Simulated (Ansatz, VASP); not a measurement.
## Two plane-wave programs on Y

```
CELL_PARAMETERS angstrom
5.65208 0.00000 0.00000
-2.82604 4.89484 0.00000
0.00000 0.00000 3.52919
ATOMIC_POSITIONS crystal
Y 0.00000 0.00000 0.00000
Y 0.33333 0.66667 0.50000
Y 0.66667 0.33333 0.50000
```

Alike in both runs: functional PBE; k mesh 7 × 7 × 9; occupations fermi-dirac, width 0.1 eV; no spin polarisation.

Ansatz relaxed the structure, and its values are those at the end. VASP's run is a single point on that final structure, the one shown.

|  | VASP | Ansatz |
| --- | --- | --- |
| version | VASP 6.6.1 | Ansatz 0.2.0 |
| potentials or method | VASP PAW PBE potentials, release 64 (Y_sv), cutoff 500 eV | plane waves (420 eV) with PAW, scalar-relativistic |
| valence electrons in the cell | 33 | 33 |

|  | VASP | Ansatz | Ansatz less VASP |
| --- | --- | --- | --- |
| pressure (GPa) | -0.1 | 0.0 | +0.10 |

The functional is the same, so the differences come from potentials, cutoffs and numerics.
